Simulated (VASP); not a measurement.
Write the native input for VASP 6.6.1 that does the following.

- Task: single point
- Functional: PBEsol
- Potentials or basis: VASP PAW PBE potentials, release 64 (Nb_sv, Ru_pv)
- Cutoff: 520 eV
- k mesh: 11 × 11 × 10
- Occupations: fermi-dirac, width 0.1 eV
- Spin: no spin polarisation
- Dipole correction: no
- Further INCAR settings: ALGO = Normal; EDIFF = 1e-06; NBANDS = 20

The structure of NbRu lies in POSCAR:

```
NbRu
1.0
    2.9656765300      0.0000000000      0.0000000000
    0.0000000000      2.9656765300      0.0000000000
    0.0000000000      0.0000000000      3.3413288900
Nb Ru
1 1
Direct
    0.0000000000      0.0000000000      0.0000000000
    0.5000000000      0.5000000000      0.5000000000
```

The input as run:

INCAR

```
ALGO = Normal
EDIFF = 1E-6
ENCUT = 520
GGA = PS
ISIF = 2
ISMEAR = -1
LASPH = T
LCHARG = T
LELF = T
LREAL = F
LVHAR = T
LWAVE = F
NBANDS = 20
NELM = 60
PREC = Accurate
SIGMA = 0.1
```

KPOINTS

```
k-points
0
Gamma
  11 11 10
```

Potentials or basis: VASP PAW PBE potentials, release 64 (Nb_sv, Ru_pv).

Launch:

```console
$ cat potpaw_PBE.64/Nb_sv/POTCAR potpaw_PBE.64/Ru_pv/POTCAR > POTCAR
$ mpirun -np 1 vasp_std > vasp.out
```

It gave:

The pressure is 14.7 GPa.

Caveat: the PAW data sets were made with another functional, which shifts forces and pressure a little.

Wall time 25 s on 1 thread of Intel(R) Xeon(R) 6975P-C (Granite Rapids) (shared host), peak memory 0.2 GiB.
